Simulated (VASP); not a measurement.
# Ni (Fm-3m) in VASP: notebook

The runs below take Ni through single point, relaxation of volume and atoms at fixed shape, with r2SCAN.

Everything below comes from runs of VASP 6.6.1. Logs are shortened: lines on timing, memory, paths and dates and some standing lists are left out, and cuts for length are marked.

## 1. The cell of the first run

The structure is cubic, space group Fm-3m (No. 225). The conventional cell has a = 3.478 Å, b = 3.478 Å, c = 3.478 Å, α = 90.00°, β = 90.00°, γ = 90.00°. Within 3.2 Å of Ni (site symmetry m-3m) lie 12 Ni at 2.46 Å.

## 2. Single point, r2SCAN, collinear spin, ferromagnetic start

POSCAR reads:

```
Ni
1.0
    0.0000000000      1.7391096897      1.7391096897
    1.7391096897      0.0000000000      1.7391096897
    1.7391096897      1.7391096897      0.0000000000
Ni
1
Direct
    0.0000000000      0.0000000000      0.0000000000
```

INCAR.step1 reads:

```
SYSTEM = Ni
  PREC = Accurate
  ENCUT = 520
  ISMEAR = 0
  SIGMA = 0.05
  LREAL = .FALSE.
  LASPH = .TRUE.
  NELM = 150
  ISPIN = 2
  MAGMOM = 1.5
  LMAXMIX = 4
  NBANDS = 15
  GGA = PE
  ALGO = Normal
  EDIFF = 1E-4
  LWAVE = .TRUE.
  LCHARG = .FALSE.
```

INCAR.step2 reads:

```
SYSTEM = Ni
  PREC = Accurate
  ENCUT = 520
  EDIFF = 1E-6
  ISMEAR = 0
  SIGMA = 0.05
  LREAL = .FALSE.
  LASPH = .TRUE.
  NELM = 150
  ALGO = Normal
  ISIF = 2
  LWAVE = .FALSE.
  LCHARG = .FALSE.
  ISPIN = 2
  MAGMOM = 1.5
  LORBIT = 11
  LMAXMIX = 4
  METAGGA = R2SCAN
  LMIXTAU = .TRUE.
  NBANDS = 15
  ISTART = 1
```

KPOINTS reads:

```
Automatic mesh
0
G
  12 12 12
  0 0 0
```

Potentials or basis: VASP PAW PBE potentials, release 64 (Ni).

Launch:

```bash
$ cat potpaw_PBE.64/Ni/POTCAR > POTCAR
$ cp INCAR.step1 INCAR
$ mpirun -np 1 vasp_std > vasp.out
$ cp INCAR.step2 INCAR
$ mpirun -np 1 vasp_std > vasp.out
```

OUTCAR:

```text
SYSTEM = Ni
   PREC = Accurate
   ENCUT = 520
   EDIFF = 1E-6
   ISMEAR = 0
   LREAL = .FALSE.
   LASPH = .TRUE.
   NELM = 150
   ISIF = 2
   ISPIN = 2
   LORBIT = 11
   METAGGA = R2SCAN
   ISTART = 1

 ion  position               nearest neighbor table
   1  0.000  0.000  0.000-

  LATTYP: Found a face centered cubic cell.
 ALAT       =     3.4782193794

  Lattice vectors:

 A1 = (   0.0000000000,   1.7391096897,   1.7391096897)
 A2 = (   1.7391096897,   0.0000000000,   1.7391096897)
 A3 = (   1.7391096897,   1.7391096897,   0.0000000000)

Analysis of symmetry for initial positions (statically):
=====================================================================
 Subroutine PRICEL returns:
 Original cell was already a primitive cell.

 Routine SETGRP: Setting up the symmetry group for a
 face centered cubic supercell.

 Subroutine GETGRP returns: Found 48 space group operations
 (whereof 48 operations were pure point group operations)
 out of a pool of 48 trial point group operations.

The static configuration has the point symmetry O_h .

Analysis of symmetry for dynamics (positions and initial velocities):
=====================================================================
 Subroutine PRICEL returns:
 Original cell was already a primitive cell.

 Routine SETGRP: Setting up the symmetry group for a
 face centered cubic supercell.

 Subroutine GETGRP returns: Found 48 space group operations
 (whereof 48 operations were pure point group operations)
 out of a pool of 48 trial point group operations.

The dynamic configuration has the point symmetry O_h .

Analysis of structural, dynamic, and magnetic symmetry:
=====================================================================
 Subroutine PRICEL returns:
 Original cell was already a primitive cell.

 Routine SETGRP: Setting up the symmetry group for a
 face centered cubic supercell.

 Subroutine GETGRP returns: Found 48 space group operations
 (whereof 48 operations were pure point group operations)
 out of a pool of 48 trial point group operations.

The overall configuration has the point symmetry O_h .

 Subroutine INISYM returns: Found 48 space group operations
 (whereof 48 operations are pure point group operations),
 and found     1 'primitive' translations

----------------------------------------------------------------------------------------

                                     Primitive cell

  volume of cell :      10.5199

  direct lattice vectors                    reciprocal lattice vectors
     0.000000000  1.739109690  1.739109690    -0.287503429  0.287503429  0.287503429
     1.739109690  0.000000000  1.739109690     0.287503429 -0.287503429  0.287503429
     1.739109690  1.739109690  0.000000000     0.287503429  0.287503429 -0.287503429

  length of vectors
     2.459472510  2.459472510  2.459472510     0.497970547  0.497970547  0.497970547

  position of ions in fractional coordinates (direct lattice)
     0.000000000  0.000000000  0.000000000

  ion indices of the primitive-cell ions
   primitive index   ion index
                 1           1

----------------------------------------------------------------------------------------

 KPOINTS: Automatic mesh

Automatic generation of k-mesh.
 Grid dimensions read from file:
 generate k-points for:   12   12   12

 Generating k-lattice:

  Cartesian coordinates                     Fractional coordinates (reciprocal lattice)
    -0.023958619  0.023958619  0.023958619     0.083333333  0.000000000  0.000000000
     0.023958619 -0.023958619  0.023958619     0.000000000  0.083333333  0.000000000
     0.023958619  0.023958619 -0.023958619     0.000000000  0.000000000  0.083333333

  Length of vectors
     0.041497546  0.041497546  0.041497546

  Shift w.r.t. Gamma in fractional coordinates (k-lattice)
     0.000000000  0.000000000  0.000000000

 Subroutine IBZKPT returns following result:
 ===========================================

 Found     72 irreducible k-points:

 Following reciprocal coordinates:
            Coordinates               Weight
  0.000000  0.000000  0.000000      1.000000
  0.083333  0.000000  0.000000      8.000000
  0.166667  0.000000  0.000000      8.000000
  0.250000  0.000000  0.000000      8.000000
  0.333333  0.000000  0.000000      8.000000
  0.416667  0.000000  0.000000      8.000000
[... 16 lines left out ...]
  0.500000  0.166667  0.000000     24.000000
 -0.416667  0.166667  0.000000     24.000000
 [... further k-points ...]
   k-points           NKPTS =     72   k-points in BZ     NKDIM =     72   number of bands    NBANDS=     15
   number of dos      NEDOS =    301   number of ions     NIONS =      1
   total plane-waves  NPLWV =   5832
   dimension x,y,z NGX =    18 NGY =   18 NGZ =   18
   dimension x,y,z NGXF=    36 NGYF=   36 NGZF=   36
   ions per type =               1
   NGX,Y,Z   is equivalent  to a cutoff of  12.17, 12.17, 12.17 a.u.
   NGXF,Y,Z  is equivalent  to a cutoff of  24.33, 24.33, 24.33 a.u.
 SYSTEM =  Ni
   PREC   = accura    normal or accurate (medium, high low for compatibility)
   ISTART =      1    job   : 0-new  1-cont  2-samecut
   ICHARG =      0    charge: 1-file 2-atom 10-const
   ISPIN  =      2    spin polarized calculation?
   LNONCOLLINEAR =      F non collinear calculations
   LSORBIT =      F    spin-orbit coupling
   LASPH  =      T    aspherical Exc in radial PAW
   ENCUT  =  520.0 eV  38.22 Ry    6.18 a.u.   4.57  4.57  4.57*2*pi/ulx,y,z
   NELM   =    150;   NELMIN=  2; NELMDL=  0     # of ELM steps
   EDIFF  = 0.1E-05   stopping-criterion for ELM
   LREAL  =      F    real-space projection
   EDIFFG = 0.1E-04   stopping-criterion for IOM
   NSW    =      0    number of steps for IOM
   IBRION =     -1    ionic relax: 0-MD 1-quasi-New 2-CG
   NFREE  =      0    steps in history (QN), initial steepest desc. (CG)
   ISIF   =      2    stress and relaxation
   ISYM   =      2    0-nonsym 1-usesym 2-fastsym
   POTIM  = 0.5000    time-step for ionic-motion
   TEBEG  =    0.0;   TEEND  =   0.0 temperature during run
   PSTRESS=    0.0 pullay stress
   NELECT =      10.0000    total number of electrons
   NUPDOWN=      -1.0000    fix difference up-down
   EMIN   =  10.00;   EMAX   =-10.00  energy-range for DOS
   EFERMI =   0.00;   METHOD = LEGACY
   ISMEAR =     0;   SIGMA  =   0.05  broadening in eV -4-tet -1-fermi 0-gaus
   EFERMI_NEDOS =   21; number of points for ismear=-14 and -15
   IALGO  =     38    algorithm
   IMIX   =      4    mixing-type and parameters
     AMIX     =   0.40;   BMIX     =  1.00
     AMIX_MAG =   1.60;   BMIX_MAG =  1.00
  volume/ion in A,a.u.               =      10.52        70.99
  Fermi-wavevector in a.u.,A,eV,Ry     =   1.609674  3.041842 35.253369  2.591050
  Thomas-Fermi vector in A             =   2.705346
   LORBIT       =     11    0 simple, 1 ext, 2 COOP (PROOUT), +10 PAW based schemes
   METAGGA = R2SCAN    functional components
   LHFCALC =     F    Hartree Fock is set to
   AEXX    =    0.0000 exact exchange contribution
   IVDW    =     0    specifies the selected vdW correction
   LEPSILON=     F    determine dielectric tensor
   LRPA    =     F    only Hartree local field effects (RPA)
 spin polarized calculation
 Gauss-broadening in eV      SIGMA  =   0.05
  energy-cutoff  :      520.00
  volume of cell :       10.52
 maximum number of plane-waves:       295
   NGX =  9   NGY =  9   NGZ =  9

 number of electron      10.0000000 magnetization       0.7212983

 Free energy of the ion-electron system (eV)
  ---------------------------------------------------
  ext. energy  EPLUGINS =         0.00000000
  ---------------------------------------------------
  free energy    TOTEN  =       -11.95043582 eV

  energy without entropy =      -11.94952050  energy(sigma->0) =      -11.94997816

 E-fermi :   9.8187     XC(G=0): -14.6172

 val. band max:        9.7315655961   @ k =  -0.1667   0.1667   0.0000
 cond. band min:       9.8436627880   @ k =   0.5000   0.1667   0.0833
 fundamental gap:      0.1120971919
 Fermi energy:         9.8187266951

 spin component 1

 k-point     1 :       0.0000    0.0000    0.0000
  band No.  band energies     occupation
      1       0.1615      1.00000
      2       6.7710      1.00000
      3       6.7711      1.00000
      4       6.7711      1.00000
      5       8.1204      1.00000
      6       8.1204      1.00000
      7      34.6494      0.00000
      8      39.0634      0.00000
      9      39.0634      0.00000
     10      39.0639      0.00000
     11      41.7987      0.00000
     12      41.7987      0.00000
     13      41.7987      0.00000
     14      45.1652      0.00000
     15      51.8159      0.00000
[... 397 lines left out ...]
 k-point    24 :      -0.4167    0.1667    0.0000
  band No.  band energies     occupation
      1       4.9036      1.00000
      2       6.4588      1.00000
      3       7.0671      1.00000
      4       7.2523      1.00000
      5       8.5975      1.00000
      6      11.8952      0.00000
      7      16.2296      0.00000
      8      27.4252      0.00000
      9      32.6002      0.00000
     10      33.7769      0.00000
     11      43.3987      0.00000
     12      43.9060      0.00000
     13      50.6731      0.00000
     14      52.5421      0.00000
     15      54.7692      0.00000

 [... further k-points ...]

 spin component 2

 k-point     1 :       0.0000    0.0000    0.0000
  band No.  band energies     occupation
      1      -0.1114      1.00000
      2       8.1073      1.00000
      3       8.1073      1.00000
      4       8.1074      1.00000
      5       8.8732      1.00000
      6       8.8733      1.00000
      7      34.3725      0.00000
      8      39.1656      0.00000
      9      39.1657      0.00000
     10      39.1657      0.00000
     11      42.0908      0.00000
     12      42.0909      0.00000
     13      42.0909      0.00000
     14      45.2357      0.00000
     15      52.6545      0.00000
[... 397 lines left out ...]
 k-point    24 :      -0.4167    0.1667    0.0000
  band No.  band energies     occupation
      1       5.6345      1.00000
      2       7.0417      1.00000
      3       7.9689      1.00000
      4       8.1406      1.00000
      5       9.8896      0.02248
      6      12.3352      0.00000
      7      16.7948      0.00000
      8      27.5506      0.00000
      9      32.7872      0.00000
     10      33.8753      0.00000
     11      43.6360      0.00000
     12      44.0268      0.00000
     13      51.5676      0.00000
     14      54.0167      0.00000
     15      55.5766      0.00000

 [... further k-points ...]
[... 5 lines left out ...]
  --------------------------------------------------------------------------------------
  -------------------------------------------------------------------------------------
  Total        0.0144969      0.0144969      0.0144969      0.0000000     -0.0000000     -0.0000000
  in kB        2.2078724      2.2078724      2.2078724      0.0000000     -0.0000000     -0.0000000
  external PRESSURE =       2.2078724 kB  Pullay stress =       0.0000000 kB

 VOLUME and BASIS-vectors are now :
 -----------------------------------------------------------------------------
  energy-cutoff  :      520.00
  volume of cell :       10.52
      direct lattice vectors                 reciprocal lattice vectors
     0.000000000  1.739109690  1.739109690    -0.287503429  0.287503429  0.287503429
     1.739109690  0.000000000  1.739109690     0.287503429 -0.287503429  0.287503429
     1.739109690  1.739109690  0.000000000     0.287503429  0.287503429 -0.287503429

 POSITION                                       TOTAL-FORCE (eV/Angst)
 -----------------------------------------------------------------------------------
      0.00000      0.00000      0.00000        -0.000000      0.000000      0.000000
 -----------------------------------------------------------------------------------
    total drift:                                0.000000     -0.000000      0.000000

  FREE ENERGIE OF THE ION-ELECTRON SYSTEM (eV)
  ---------------------------------------------------
  free  energy   TOTEN  =       -11.9504358164 eV

  energy  without entropy=      -11.9495204959  energy(sigma->0) =      -11.94997816

 total charge

# of ion       s       p       d       tot
------------------------------------------
    1        0.529   0.549   8.329   9.408

 magnetization (x)

# of ion       s       p       d       tot
------------------------------------------
    1       -0.011  -0.047   0.800   0.742
```

Wall time 81 s (1 thread of Intel Xeon Platinum 8259CL at 2.50GHz (Skylake/Cascade Lake), shared host); peak memory 0.13 GiB.

Results:

```
Free energy                                           : -11.9504 eV
Pressure                                              : 0.2 GPa
Net moment                                            : 0.72 μB per cell
Site moments                                          : Ni +0.74 μB
Valence electrons inside the program's atomic spheres : Ni 9.41
```

Caveat: the PAW data sets were made with another functional, which shifts forces and pressure a little.

(Continued in part 2 of 2.)
